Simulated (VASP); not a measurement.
# SiO2 (P4_12_12) in VASP: single point with r2SCAN

Aim: the single point of SiO2 with r2SCAN.

Everything below comes from runs of VASP 6.6.1. Logs are shortened: lines on timing, memory, paths and dates and some standing lists are left out, and cuts for length are marked.

## Step 1: The cell of the first run

Symmetry: P4_12_12, No. 92, tetragonal system. Conventional cell: a = 4.982 Å, b = 4.982 Å, c = 6.921 Å, α = 90.00°, β = 90.00°, γ = 90.00°. Within 2.1 Å of Si (site symmetry 2) lie 4 O at 1.61 Å. Within 2.1 Å of O (site symmetry 1) lie 2 Si at 1.61 Å.

## Step 2: Single point, r2SCAN

Input file POSCAR:

```
SiO2
1.0
    4.9824949811      0.0000000000      0.0000000000
    0.0000000000      4.9824949811      0.0000000000
    0.0000000000      0.0000000000      6.9214600422
Si O
4 8
Direct
    0.3020750579      0.3020750579      0.0000000000
    0.1979249421      0.8020750579      0.2500000000
    0.6979249421      0.6979249421      0.5000000000
    0.8020750579      0.1979249421      0.7500000000
    0.2383189975      0.1085112561      0.1810728019
    0.3914887439      0.7383189975      0.4310728019
    0.7616810025      0.8914887439      0.6810728019
    0.6085112561      0.2616810025      0.9310728019
    0.7383189975      0.3914887439      0.5689271981
    0.8914887439      0.7616810025      0.3189271981
    0.2616810025      0.6085112561      0.0689271981
    0.1085112561      0.2383189975      0.8189271981
```

Input file INCAR.step1:

```
  ALGO = Normal
  EDIFF = 1E-4
  ENCUT = 520
  GGA = PE
  ISMEAR = 0
  LASPH = T
  LCHARG = F
  LREAL = F
  LWAVE = T
  NBANDS = 44
  NELM = 60
  PREC = Accurate
  SIGMA = 0.01
```

Input file INCAR.step2:

```
  ALGO = Normal
  EDIFF = 1E-6
  ENCUT = 520
  ISIF = 2
  ISMEAR = 0
  ISTART = 1
  LASPH = T
  LCHARG = T
  LELF = T
  LMIXTAU = T
  LREAL = F
  LVHAR = T
  LWAVE = F
  METAGGA = R2SCAN
  NBANDS = 44
  NELM = 60
  PREC = Accurate
  SIGMA = 0.01
```

Input file KPOINTS:

```
k-points
0
Gamma
  5 5 4
```

Potentials or basis: VASP PAW PBE potentials, release 64 (Si, O).

The run is started by

```console
$ cat potpaw_PBE.64/Si/POTCAR potpaw_PBE.64/O/POTCAR > POTCAR
$ cp INCAR.step1 INCAR
$ mpirun -np 1 vasp_std > vasp.out
$ cp INCAR.step2 INCAR
$ mpirun -np 1 vasp_std > vasp.out
```

OUTCAR:

```text
EDIFF = 1E-6
   ENCUT = 520
   ISIF = 2
   ISMEAR = 0
   ISTART = 1
   LASPH = T
   LREAL = F
   METAGGA = R2SCAN
   NELM = 60
   PREC = Accurate

 ion  position               nearest neighbor table
   1  0.302  0.302  0.000-   8 1.61  11 1.61   5 1.61  12 1.61   2 3.08   4 3.08   2 3.08   4 3.08

   2  0.198  0.802  0.250-   5 1.61  10 1.61   6 1.61  11 1.61   1 3.08   3 3.08   1 3.08   3 3.08

   3  0.698  0.698  0.500-   6 1.61   9 1.61   7 1.61  10 1.61   2 3.08   4 3.08   4 3.08   2 3.08

   4  0.802  0.198  0.750-   7 1.61  12 1.61   9 1.61   8 1.61   1 3.08   3 3.08   3 3.08   1 3.08

   5  0.238  0.109  0.181-   2 1.61   1 1.61
   6  0.391  0.738  0.431-   3 1.61   2 1.61
   7  0.762  0.891  0.681-   4 1.61   3 1.61
   8  0.609  0.262  0.931-   1 1.61   4 1.61
   9  0.738  0.391  0.569-   3 1.61   4 1.61
  10  0.891  0.762  0.319-   2 1.61   3 1.61
  11  0.262  0.609  0.069-   1 1.61   2 1.61
  12  0.109  0.238  0.819-   4 1.61   1 1.61

  LATTYP: Found a simple tetragonal cell.
 ALAT       =     4.9824949811
 C/A-ratio  =     1.3891554469

  Lattice vectors:

 A1 = (   4.9824949811,   0.0000000000,   0.0000000000)
 A2 = (   0.0000000000,   4.9824949811,   0.0000000000)
 A3 = (   0.0000000000,   0.0000000000,   6.9214600422)

Analysis of symmetry for initial positions (statically):
=====================================================================
 Subroutine PRICEL returns:
 Original cell was already a primitive cell.

 Routine SETGRP: Setting up the symmetry group for a
 simple tetragonal supercell.

 Subroutine GETGRP returns: Found  8 space group operations
 (whereof  2 operations were pure point group operations)
 out of a pool of 16 trial point group operations.

The static configuration has the point symmetry C_2 .
 The point group associated with its full space group is D_4 .

Analysis of symmetry for dynamics (positions and initial velocities):
=====================================================================
 Subroutine PRICEL returns:
 Original cell was already a primitive cell.

 Routine SETGRP: Setting up the symmetry group for a
 simple tetragonal supercell.

 Subroutine GETGRP returns: Found  8 space group operations
 (whereof  2 operations were pure point group operations)
[... 122 lines left out ...]
   ISIF   =      2    stress and relaxation
   ISYM   =      2    0-nonsym 1-usesym 2-fastsym
   POTIM  = 0.5000    time-step for ionic-motion
   TEBEG  =    0.0;   TEEND  =   0.0 temperature during run
   PSTRESS=    0.0 pullay stress
   NELECT =      64.0000    total number of electrons
   NUPDOWN=      -1.0000    fix difference up-down
   EMIN   =  10.00;   EMAX   =-10.00  energy-range for DOS
   EFERMI =   0.00;   METHOD = LEGACY
   ISMEAR =     0;   SIGMA  =   0.01  broadening in eV -4-tet -1-fermi 0-gaus
   EFERMI_NEDOS =   21; number of points for ismear=-14 and -15
   IALGO  =     38    algorithm
   IMIX   =      4    mixing-type and parameters
     AMIX     =   0.40;   BMIX     =  1.00
     AMIX_MAG =   1.60;   BMIX_MAG =  1.00
  volume/ion in A,a.u.               =      14.32        96.63
  Fermi-wavevector in a.u.,A,eV,Ry     =   1.177889  2.225887 18.877027  1.387422
  Thomas-Fermi vector in A             =   2.314228
   LORBIT       =      0    0 simple, 1 ext, 2 COOP (PROOUT), +10 PAW based schemes
   METAGGA = R2SCAN    functional components
   LHFCALC =     F    Hartree Fock is set to
   AEXX    =    0.0000 exact exchange contribution
   IVDW    =     0    specifies the selected vdW correction
   LEPSILON=     F    determine dielectric tensor
   LRPA    =     F    only Hartree local field effects (RPA)
 non-spin polarized calculation
 Gauss-broadening in eV      SIGMA  =   0.01
  energy-cutoff  :      520.00
  volume of cell :      171.83
 maximum number of plane-waves:      4666
 NGX is ok and might be reduce to    40
   NGX = 19   NGY = 19   NGZ = 25

 number of electron      63.9999966 magnetization

 Free energy of the ion-electron system (eV)
  ---------------------------------------------------
  ext. energy  EPLUGINS =         0.00000000
  ---------------------------------------------------
  free energy    TOTEN  =      -119.16497608 eV

  energy without entropy =     -119.16497608  energy(sigma->0) =     -119.16497608

 E-fermi :  -0.2376     XC(G=0):  -8.8756

 val. band max:       -0.3203907822   @ k =   0.0000   0.0000   0.0000
 cond. band min:       6.0245213599   @ k =   0.0000   0.0000   0.0000
 fundamental gap:      6.3449121421
 Fermi energy:        -0.2376082671

 k-point     1 :       0.0000    0.0000    0.0000
  band No.  band energies     occupation
      1     -20.7695      2.00000
      2     -19.8690      2.00000
      3     -19.8690      2.00000
      4     -18.7361      2.00000
      5     -18.6909      2.00000
      6     -18.6851      2.00000
[... 835 lines left out ...]
     43      11.4406      0.00000
     44      11.4406      0.00000

------------------------ aborting loop because EDIFF is reached ----------------------------------------

  FORCE on cell =-STRESS in cart. coord.  units (eV):
  Direction    XX          YY          ZZ          XY          YZ          ZX
  --------------------------------------------------------------------------------------
  -------------------------------------------------------------------------------------
  Total        0.2377772      0.2377772      0.1947745      0.0000000      0.0000000      0.0000000
  in kB        2.2171206      2.2171206      1.8161478      0.0000000      0.0000000      0.0000000
  external PRESSURE =       2.0834630 kB  Pullay stress =       0.0000000 kB

 VOLUME and BASIS-vectors are now :
 -----------------------------------------------------------------------------
  energy-cutoff  :      520.00
  volume of cell :      171.83
      direct lattice vectors                 reciprocal lattice vectors
     4.982494981  0.000000000  0.000000000     0.200702661  0.000000000  0.000000000
     0.000000000  4.982494981  0.000000000     0.000000000  0.200702661  0.000000000
     0.000000000  0.000000000  6.921460042     0.000000000  0.000000000  0.144478187

 POSITION                                       TOTAL-FORCE (eV/Angst)
 -----------------------------------------------------------------------------------
      1.50509      1.50509      0.00000         0.019784      0.019784      0.000000
      0.98616      3.99633      1.73037        -0.019784      0.019784      0.000000
      3.47741      3.47741      3.46073        -0.019784     -0.019784      0.000000
      3.99633      0.98616      5.19110         0.019784     -0.019784      0.000000
      1.18742      0.54066      1.25329        -0.000063      0.001842     -0.000716
      1.95059      3.67867      2.98365        -0.001842     -0.000063     -0.000716
      3.79507      4.44184      4.71402         0.000063     -0.001842     -0.000716
      3.03190      1.30382      6.44438         0.001842      0.000063     -0.000716
      3.67867      1.95059      3.93781        -0.000063     -0.001842      0.000716
      4.44184      3.79507      2.20744        -0.001842      0.000063      0.000716
      1.30382      3.03190      0.47708         0.000063      0.001842      0.000716
      0.54066      1.18742      5.66817         0.001842     -0.000063      0.000716
 -----------------------------------------------------------------------------------
    total drift:                               -0.000000      0.000000     -0.000000

  FREE ENERGIE OF THE ION-ELECTRON SYSTEM (eV)
  ---------------------------------------------------
  free  energy   TOTEN  =      -119.1649760814 eV

  energy  without entropy=     -119.1649760814  energy(sigma->0) =     -119.16497608
```

OUTCAR.step1:

```text
EDIFF = 1E-4
   ENCUT = 520
   GGA = PE
   ISMEAR = 0
[... 1105 lines left out ...]
      3.67867      1.95059      3.93781        -0.031940     -0.141886     -0.224464
      4.44184      3.79507      2.20744        -0.141886      0.031940     -0.224464
      1.30382      3.03190      0.47708         0.031940      0.141886     -0.224464
      0.54066      1.18742      5.66817         0.141886     -0.031940     -0.224464
 -----------------------------------------------------------------------------------
    total drift:                               -0.000000      0.000000     -0.000000

  FREE ENERGIE OF THE ION-ELECTRON SYSTEM (eV)
  ---------------------------------------------------
  free  energy   TOTEN  =       -94.8486958640 eV

  energy  without entropy=      -94.8486958640  energy(sigma->0) =      -94.84869586
```

Wall time 13 min (1 thread of AMD EPYC 7R13, shared host); peak memory 0.32 GiB.

Results:

```
Free energy            : -119.1650 eV
Pressure               : 0.2 GPa
Largest force          : 0.028 eV/Å
Band gap on the k mesh : 6.34 eV
```

Forces in eV/Å, atoms in the order of the input:
```
Si   0.020  0.020  0.000
Si  -0.020  0.020  0.000
Si  -0.020 -0.020  0.000
Si   0.020 -0.020  0.000
O    0.000  0.002 -0.001
O   -0.002  0.000 -0.001
O    0.000 -0.002 -0.001
O    0.002  0.000 -0.001
O    0.000 -0.002  0.001
O   -0.002  0.000  0.001
O    0.000  0.002  0.001
O    0.002  0.000  0.001
```

Levels at points of the mesh, in eV from the valence-band top:
```
           k point  band 29  band 30  band 31  band 32  band 33  band 34  band 35  band 36
(0.00, 0.00, 0.00)    -0.69    -0.30    -0.30     0.00     6.34     9.63     9.63    10.11
(0.00, 0.00, 0.50)    -0.54    -0.54    -0.40    -0.40     7.63     7.63    10.32    10.32
```

Caveat: the PAW data sets were made with another functional, which shifts forces and pressure a little; an odd mesh through Γ misses points on the zone boundary, where band edges can lie.
